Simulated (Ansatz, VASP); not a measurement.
# Two plane-wave programs on Ti

```
Ti
1.0
     5.23435    0.00000    0.00000
     0.00000    5.23435    0.00000
     0.00000    0.00000    5.23435
Ti
8
Cartesian
  5.2344 0.0000 0.0000
  2.6172 2.6172 2.6172
  1.3086 5.2344 2.6172
  3.9258 5.2344 2.6172
  2.6172 1.3086 0.0000
  2.6172 3.9258 0.0000
  0.0000 2.6172 1.3086
  0.0000 2.6172 3.9258
```

Alike in both runs: functional BLYP; k mesh 5 × 5 × 5; occupations fermi-dirac, width 0.1 eV; no spin polarisation.

Ansatz relaxed the structure, and its values are those at the end. VASP's run is a single point on that final structure, the one shown.

|  | VASP | Ansatz |
| --- | --- | --- |
| version | VASP 6.6.1 | Ansatz 0.2.0 |
| potentials or method | VASP PAW PBE potentials, release 64 (Ti_sv), cutoff 520 eV | plane waves (420 eV) with PAW, scalar-relativistic |
| valence electrons in the cell | 96 | 96 |

|  | VASP | Ansatz | Ansatz less VASP |
| --- | --- | --- | --- |
| pressure (GPa) | -0.1 | 0.0 | +0.04 |

VASP's potentials were made for PBE, not for BLYP. With one functional, cell and mesh, what is left measures potentials, basis and numerics.
